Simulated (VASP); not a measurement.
# AlN in VASP: notebook

AlN is run at these levels: LDA, r2SCAN, PBE; tasks: single point.

Everything below comes from runs of VASP 6.6.1. Logs are shortened: lines on timing, memory, paths and dates and some standing lists are left out, and cuts for length are marked.

**1. The cell of the first run**

The typed cell holds 4 atoms: a = 3.130 Å, b = 3.130 Å, c = 5.017 Å, α = 90.00°, β = 90.00°, γ = 120.00°.

**2. Single point, LDA**

Contents of INCAR:

```
SYSTEM = AlN
PREC = Accurate
ENCUT = 600
EDIFF = 1E-6
ISMEAR = -1
SIGMA = 0.01
LREAL = .False.
LASPH = .True.
NELM = 120
ALGO = Normal
ISIF = 2
LWAVE = .False.
LCHARG = .False.
GGA = CA
NBANDS = 16
GGA_COMPAT = .False.
```

Contents of KPOINTS:

```
regular mesh
0
Gamma
  10 10 6
  0 0 0
```

Contents of POSCAR:

```
AlN
1.0
    3.1297569663      0.0000000289      0.0000000000
   -1.5648785082      2.7104490260      0.0000000000
    0.0000000000      0.0000000000      5.0174032534
Al N
2 2
Direct
    0.6671048056      0.3329323774      0.5000247799
    0.3329323767      0.6671048056      1.0000247801
    0.6639230870      0.3360397301      0.8799752205
    0.3360397294      0.6639230870      0.3799752203
```

Potentials or basis: VASP PAW LDA potentials, release 64 (Al, N).

The run is started by

```bash
> cat potpaw_LDA.64/Al/POTCAR potpaw_LDA.64/N/POTCAR > POTCAR
> mpirun -np 1 vasp_std > vasp.out
```

OUTCAR:

```text
SYSTEM = AlN
   PREC = Accurate
   ENCUT = 600
   EDIFF = 1E-6
   ISMEAR = -1
   LREAL = .False.
   LASPH = .True.
   NELM = 120
   ISIF = 2
   GGA = CA

 ion  position               nearest neighbor table
   1  0.667  0.333  0.500-   4 1.89   3 1.91   4 1.91   4 1.91   2 3.09   2 3.09   2 3.09   2 3.09
                             2 3.09   2 3.09
   2  0.333  0.667  0.000-   3 1.89   4 1.91   3 1.91   3 1.91   1 3.09   1 3.09   1 3.09   1 3.09
                             1 3.09   1 3.09
   3  0.664  0.336  0.880-   2 1.89   1 1.91   2 1.91   2 1.91
   4  0.336  0.664  0.380-   1 1.89   2 1.91   1 1.91   1 1.91

  LATTYP: Found a hexagonal cell.
 ALAT       =     3.1297569663
 C/A-ratio  =     1.6031287117

  Lattice vectors:

 A1 = (   3.1297569663,   0.0000000289,   0.0000000000)
 A2 = (  -1.5648785082,   2.7104490260,   0.0000000000)
 A3 = (   0.0000000000,   0.0000000000,   5.0174032534)

Analysis of symmetry for initial positions (statically):
=====================================================================
 Subroutine PRICEL returns:
 Original cell was already a primitive cell.

 Routine SETGRP: Setting up the symmetry group for a
 hexagonal supercell.

 Subroutine GETGRP returns: Found  2 space group operations
 (whereof  1 operations were pure point group operations)
 out of a pool of 24 trial point group operations.

The static configuration has the point symmetry C_1 .
 The point group associated with its full space group is C_1h.

Analysis of symmetry for dynamics (positions and initial velocities):
=====================================================================
 Subroutine PRICEL returns:
 Original cell was already a primitive cell.

 Routine SETGRP: Setting up the symmetry group for a
 hexagonal supercell.

 Subroutine GETGRP returns: Found  2 space group operations
 (whereof  1 operations were pure point group operations)
 out of a pool of 24 trial point group operations.

The dynamic configuration has the point symmetry C_1 .
 The point group associated with its full space group is C_1h.

 Subroutine INISYM returns: Found  2 space group operations
 (whereof  1 operations are pure point group operations),
 and found     1 'primitive' translations

----------------------------------------------------------------------------------------

                                     Primitive cell

  volume of cell :      42.5629

  direct lattice vectors                    reciprocal lattice vectors
     3.129756966  0.000000029  0.000000000     0.319513625  0.184471282  0.000000000
    -1.564878508  2.710449026  0.000000000    -0.000000003  0.368942557  0.000000000
     0.000000000  0.000000000  5.017403253     0.000000000  0.000000000  0.199306284

  length of vectors
     3.129756966  3.129756966  5.017403253     0.368942557  0.368942557  0.199306284

  position of ions in fractional coordinates (direct lattice)
     0.667104806  0.332932377  0.500024780
     0.332932377  0.667104806  0.000024780
     0.663923087  0.336039730  0.879975221
     0.336039729  0.663923087  0.379975220

  ion indices of the primitive-cell ions
   primitive index   ion index
                 1           1
                 2           2
                 3           3
                 4           4

----------------------------------------------------------------------------------------

 KPOINTS: regular mesh

Automatic generation of k-mesh.
 Grid dimensions read from file:
 generate k-points for:   10   10    6

 Generating k-lattice:

  Cartesian coordinates                     Fractional coordinates (reciprocal lattice)
     0.031951363  0.018447128  0.000000000     0.100000000  0.000000000  0.000000000
    -0.000000000  0.036894256  0.000000000    -0.000000000  0.100000000  0.000000000
     0.000000000  0.000000000  0.033217714     0.000000000  0.000000000  0.166666667

  Length of vectors
     0.036894256  0.036894256  0.033217714

  Shift w.r.t. Gamma in fractional coordinates (k-lattice)
     0.000000000  0.000000000  0.000000000

 Subroutine IBZKPT returns following result:
 ===========================================

 Found    172 irreducible k-points:

 Following reciprocal coordinates:
            Coordinates               Weight
  0.000000  0.000000  0.000000      1.000000
  0.100000  0.000000  0.000000      4.000000
 -0.100000  0.100000  0.000000      2.000000
  0.200000  0.000000  0.000000      4.000000
 -0.200000  0.200000  0.000000      2.000000
  0.300000  0.000000  0.000000      4.000000
[... 16 lines left out ...]
  0.200000  0.200000  0.000000      2.000000
 -0.200000  0.400000  0.000000      4.000000
 [... further k-points ...]
   k-points           NKPTS =    172   k-points in BZ     NKDIM =    172   number of bands    NBANDS=     16
   number of dos      NEDOS =    301   number of ions     NIONS =      4
   total plane-waves  NPLWV =  31360
   dimension x,y,z NGX =    28 NGY =   28 NGZ =   40
   dimension x,y,z NGXF=    56 NGYF=   56 NGZF=   80
   ions per type =               2   2
   NGX,Y,Z   is equivalent  to a cutoff of  14.87, 14.87, 13.25 a.u.
   NGXF,Y,Z  is equivalent  to a cutoff of  29.75, 29.75, 26.51 a.u.
 SYSTEM =  AlN
   PREC   = accura    normal or accurate (medium, high low for compatibility)
   ISTART =      0    job   : 0-new  1-cont  2-samecut
   ICHARG =      2    charge: 1-file 2-atom 10-const
   ISPIN  =      1    spin polarized calculation?
   LNONCOLLINEAR =      F non collinear calculations
   LSORBIT =      F    spin-orbit coupling
   LASPH  =      T    aspherical Exc in radial PAW
   ENCUT  =  600.0 eV  44.10 Ry    6.64 a.u.   6.25  6.25 10.02*2*pi/ulx,y,z
   NELM   =    120;   NELMIN=  2; NELMDL= -5     # of ELM steps
   EDIFF  = 0.1E-05   stopping-criterion for ELM
   LREAL  =      F    real-space projection
   EDIFFG = 0.1E-04   stopping-criterion for IOM
   NSW    =      0    number of steps for IOM
   IBRION =     -1    ionic relax: 0-MD 1-quasi-New 2-CG
   NFREE  =      0    steps in history (QN), initial steepest desc. (CG)
   ISIF   =      2    stress and relaxation
   ISYM   =      2    0-nonsym 1-usesym 2-fastsym
   POTIM  = 0.5000    time-step for ionic-motion
   TEBEG  =    0.0;   TEEND  =   0.0 temperature during run
   PSTRESS=    0.0 pullay stress
   NELECT =      16.0000    total number of electrons
   NUPDOWN=      -1.0000    fix difference up-down
   EMIN   =  10.00;   EMAX   =-10.00  energy-range for DOS
   EFERMI =   0.00;   METHOD = LEGACY
   ISMEAR =    -1;   SIGMA  =   0.01  broadening in eV -4-tet -1-fermi 0-gaus
   EFERMI_NEDOS =   21; number of points for ismear=-14 and -15
   IALGO  =     38    algorithm
   IMIX   =      4    mixing-type and parameters
     AMIX     =   0.40;   BMIX     =  1.00
     AMIX_MAG =   1.60;   BMIX_MAG =  1.00
  volume/ion in A,a.u.               =      10.64        71.81
  Fermi-wavevector in a.u.,A,eV,Ry     =   1.181511  2.232733 18.993310  1.395969
  Thomas-Fermi vector in A             =   2.317783
   LORBIT       =      0    0 simple, 1 ext, 2 COOP (PROOUT), +10 PAW based schemes
   GGA     = CA    functional components
   LHFCALC =     F    Hartree Fock is set to
   AEXX    =    0.0000 exact exchange contribution
   IVDW    =     0    specifies the selected vdW correction
   LEPSILON=     F    determine dielectric tensor
   LRPA    =     F    only Hartree local field effects (RPA)
 non-spin polarized calculation
  energy-cutoff  :      600.00
  volume of cell :       42.56
 maximum number of plane-waves:      1448
 NGX is ok and might be reduce to    28
   NGX = 13   NGY = 13   NGZ = 21

 number of electron      16.0000000 magnetization

 Free energy of the ion-electron system (eV)
  ---------------------------------------------------
  ext. energy  EPLUGINS =         0.00000000
  ---------------------------------------------------
  free energy    TOTEN  =       -32.80148036 eV

  energy without entropy =      -32.80148036  energy(sigma->0) =      -32.80148036

 E-fermi :   5.8662     XC(G=0): -11.1637

 val. band max:        5.6791295929   @ k =   0.0000   0.0000   0.0000
 cond. band min:       9.7696270482   @ k =   0.0000   0.0000   0.0000
 fundamental gap:      4.0904974553
 Fermi energy:         5.8662411859

 k-point     1 :       0.0000    0.0000    0.0000
  band No.  band energies     occupation
      1      -9.2067      2.00000
      2      -7.0486      2.00000
      3      -0.2675      2.00000
      4       4.8283      2.00000
      5       4.9021      2.00000
      6       5.5058      2.00000
[... 8 lines left out ...]
     15      18.3868      0.00000
     16      18.5602      0.00000

 k-point     2 :       0.1000    0.0000    0.0000
  band No.  band energies     occupation
      1      -9.0796      2.00000
      2      -6.9759      2.00000
      3      -0.1178      2.00000
      4       4.2914      2.00000
      5       4.6881      2.00000
      6       4.9522      2.00000
[... 8 lines left out ...]
     15      18.3981      0.00000
     16      18.5559      0.00000

 k-point     3 :      -0.1000    0.1000    0.0000
  band No.  band energies     occupation
      1      -9.0791      2.00000
      2      -6.9765      2.00000
      3      -0.1171      2.00000
      4       4.2587      2.00000
      5       4.7335      2.00000
      6       4.9312      2.00000
[... 8 lines left out ...]
     15      18.4802      0.00000
     16      18.5074      0.00000

 k-point     4 :       0.2000    0.0000    0.0000
  band No.  band energies     occupation
      1      -8.7142      2.00000
      2      -6.7857      2.00000
      3       0.3197      2.00000
      4       2.9760      2.00000
      5       3.8552      2.00000
      6       4.3347      2.00000
[... 8 lines left out ...]
     15      17.6506      0.00000
     16      18.1627      0.00000

 k-point     5 :      -0.2000    0.2000    0.0000
  band No.  band energies     occupation
      1      -8.7122      2.00000
      2      -6.7883      2.00000
      3       0.3229      2.00000
      4       2.9750      2.00000
      5       3.8121      2.00000
      6       4.3722      2.00000
[... 8 lines left out ...]
     15      17.5861      0.00000
     16      18.1923      0.00000

 k-point     6 :       0.3000    0.0000    0.0000
  band No.  band energies     occupation
      1      -8.1670      2.00000
      2      -6.5686      2.00000
      3       1.0005      2.00000
      4       1.6178      2.00000
      5       2.7471      2.00000
      6       3.9748      2.00000
[... 8 lines left out ...]
     15      17.4486      0.00000
     16      19.2898      0.00000
[... 267 lines left out ...]
 k-point    21 :      -0.1000    0.5000    0.0000
  band No.  band energies     occupation
      1      -7.2708      2.00000
      2      -6.4847      2.00000
      3       0.4544      2.00000
      4       1.7198      2.00000
      5       2.2802      2.00000
      6       3.2748      2.00000
[... 8 lines left out ...]
     15      18.2001      0.00000
     16      20.2703      0.00000

 k-point    22 :       0.5000    0.4000    0.0000
  band No.  band energies     occupation
      1      -7.2461      2.00000
      2      -6.5148      2.00000
      3       0.5038      2.00000
      4       1.6409      2.00000
      5       2.3256      2.00000
      6       3.2987      2.00000
[... 8 lines left out ...]
     15      18.1215      0.00000
     16      20.3400      0.00000

 k-point    23 :       0.2000    0.2000    0.0000
  band No.  band energies     occupation
      1      -7.8726      2.00000
      2      -6.4800      2.00000
      3       1.3826      2.00000
      4       1.7408      2.00000
      5       1.9418      2.00000
      6       3.5914      2.00000
[... 8 lines left out ...]
     15      17.8376      0.00000
     16      19.9608      0.00000

 k-point    24 :      -0.2000    0.4000    0.0000
  band No.  band energies     occupation
      1      -7.8659      2.00000
      2      -6.4888      2.00000
      3       1.3932      2.00000
      4       1.7690      2.00000
      5       1.9132      2.00000
      6       3.5731      2.00000
[... 8 lines left out ...]
     15      17.6348      0.00000
     16      19.8533      0.00000

 [... further k-points ...]

------------------------ aborting loop because EDIFF is reached ----------------------------------------

  FORCE on cell =-STRESS in cart. coord.  units (eV):
  Direction    XX          YY          ZZ          XY          YZ          ZX
  --------------------------------------------------------------------------------------
  -------------------------------------------------------------------------------------
  Total       -1.9912698     -2.2254772     -1.8210765     -0.2028296     -0.0008587     -0.0004958
  in kB      -74.9565910    -83.7727690    -68.5500717     -7.6350338     -0.0323255     -0.0186632
  external PRESSURE =     -75.7598106 kB  Pullay stress =       0.0000000 kB

 VOLUME and BASIS-vectors are now :
 -----------------------------------------------------------------------------
  energy-cutoff  :      600.00
  volume of cell :       42.56
      direct lattice vectors                 reciprocal lattice vectors
     3.129756966  0.000000029  0.000000000     0.319513625  0.184471282  0.000000000
    -1.564878508  2.710449026  0.000000000    -0.000000003  0.368942557  0.000000000
     0.000000000  0.000000000  5.017403253     0.000000000  0.000000000  0.199306284

 POSITION                                       TOTAL-FORCE (eV/Angst)
 -----------------------------------------------------------------------------------
      1.56688      0.90240      2.50883         0.110297     -0.065459     -0.085903
     -0.00194      1.80815      0.00012        -0.111838      0.062790     -0.085903
      1.55206      0.91082      4.41519         0.177275     -0.100571      0.085903
      0.01276      1.79953      1.90649        -0.175734      0.103239      0.085903
 -----------------------------------------------------------------------------------
    total drift:                                0.000001      0.000000      0.000679

  FREE ENERGIE OF THE ION-ELECTRON SYSTEM (eV)
  ---------------------------------------------------
  free  energy   TOTEN  =       -32.8014803639 eV

  energy  without entropy=      -32.8014803639  energy(sigma->0) =      -32.80148036
```

Wall time 41 s (1 thread of Intel Xeon 6975P-C (Granite Rapids), shared host); peak memory 0.24 GiB.

Results:

- Free energy: -32.8015 eV
- Pressure: -7.6 GPa
- Largest force: 0.221 eV/Å
- Band gap on the k mesh: 4.09 eV

Forces in eV/Å, atoms in the order of the input:
```
Al   0.110 -0.065 -0.086
Al  -0.112  0.063 -0.086
N    0.177 -0.101  0.086
N   -0.176  0.103  0.086
```

Stress tensor (GPa, compression positive):
```
-7.50 -0.76  0.00
-0.76 -8.38  0.00
 0.00  0.00 -6.86
```

Caveat: the cell stands under tension. A k mesh can miss the band edges.

(Part 1 of 2 ends here.)
